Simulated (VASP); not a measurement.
**CdI2: single point with PBE**

CdI2:

```
Cd I
1.0
     4.24701    0.00000    0.00000
    -2.12350    3.67802    0.00000
     0.00000    0.00000    6.89503
Cd I
1 2
Direct
  0.00000 0.00000 0.00000
  0.33333 0.66667 0.24939
  0.66667 0.33333 0.75061
```

| Quantity | Value |
| --- | --- |
| Program | VASP 6.6.1 |
| Task | single point |
| Functional | PBE |
| Potentials or basis | VASP PAW PBE potentials, release 64 (Cd, I) |
| Cutoff | 500 eV |
| k mesh | 12 × 12 × 4 |
| Occupations | gaussian, width 0.01 eV |
| Spin | no spin polarisation |
| Dipole correction | no |
| Further INCAR settings | ALGO = Normal; EDIFF = 1e-06; NBANDS = 20 |

```yaml
Pressure: 1.7 GPa
Largest_force: 0.090 eV/Å
Band_gap_on_the_k_mesh: 2.35 eV, indirect (least direct gap 2.61 eV)
```

Forces in eV/Å, atoms in the order of the input:
```
Cd   0.000  0.000  0.000
I    0.000  0.000  0.090
I    0.000  0.000 -0.090
```

Stress tensor (GPa, compression positive):
```
1.73 0.00 0.00
0.00 1.73 0.00
0.00 0.00 1.64
```

Levels at points of the mesh, in eV from the valence-band top:
```tsv
k point	band 10	band 11	band 12	band 13	band 14	band 15	band 16	band 17
(0.00, 0.00, 0.00)	-0.30	-0.16	-0.16	-0.16	2.45	4.47	6.33	6.33
(0.50, 0.00, 0.00)	-1.98	-1.51	-0.71	-0.14	2.64	4.99	5.93	6.50
(0.00, 0.00, 0.50)	-0.42	-0.42	-0.02	-0.02	3.57	4.50	6.13	6.13
(0.50, 0.00, 0.50)	-1.31	-1.22	-0.51	-0.45	2.35	4.93	5.81	6.60
```

It took 97 s on 1 thread of Intel(R) Xeon(R) Platinum 8259CL CPU @ 2.50GHz (Skylake/Cascade Lake) (shared host), peak memory 0.3 GiB.

Caveat: spin-orbit coupling is left out, which moves the levels of the heavy elements; this functional lacks dispersion, which binds the layers, so the pressure and a relaxed spacing across them are unreliable. A k mesh can miss the band edges.
